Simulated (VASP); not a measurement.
Wanted: the native input for a VASP 6.6.1 run.

```yaml
Task: single point
Functional: PBEsol
Potentials_or_basis: VASP PAW PBE potentials, release 64 (Tl_d, Sn_d)
Cutoff: 520 eV
k_mesh: 8 × 8 × 7
Occupations: methfessel-paxton, width 0.05 eV
Spin: no spin polarisation
Dipole_correction: no
Further_INCAR_settings: ALGO = Normal; EDIFF = 1e-06; NBANDS = 20
```

The structure of TlSn lies in POSCAR:

```
TlSn
1.0
    3.6147300000      0.0000000000      0.0000000000
    0.0000000000      3.6147300000      0.0000000000
    0.0000000000      0.0000000000      4.3750000000
Tl Sn
1 1
Direct
    0.0000000000      0.0000000000      0.0000000000
    0.5000000000      0.5000000000      0.5000000000
```

The input as run:

INCAR

```
SYSTEM = TlSn
PREC = Accurate
ENCUT = 520
EDIFF = 1E-6
ISMEAR = 1
SIGMA = 0.05
LREAL = .False.
LASPH = .True.
NELM = 60
ALGO = Normal
ISIF = 2
LWAVE = .False.
LCHARG = .True.
GGA = PS
LELF = .True.
LVHAR = .True.
NBANDS = 20
```

KPOINTS

```
regular mesh
0
Gamma
  8 8 7
  0 0 0
```

Potentials or basis: VASP PAW PBE potentials, release 64 (Tl_d, Sn_d).

Run with:

```console
$ cat potpaw_PBE.64/Tl_d/POTCAR potpaw_PBE.64/Sn_d/POTCAR > POTCAR
$ mpirun -np 1 vasp_std > vasp.out
```

Results of the run:

| Property | Result |
| --- | --- |
| Pressure | -1.4 GPa |

Caveat: the PAW data sets were made with another functional, which shifts forces and pressure a little.

It took 45 s on 1 thread of AMD EPYC 7R43 64-Core Processor (Zen 3), with other jobs on the host, peak memory 0.18 GiB.
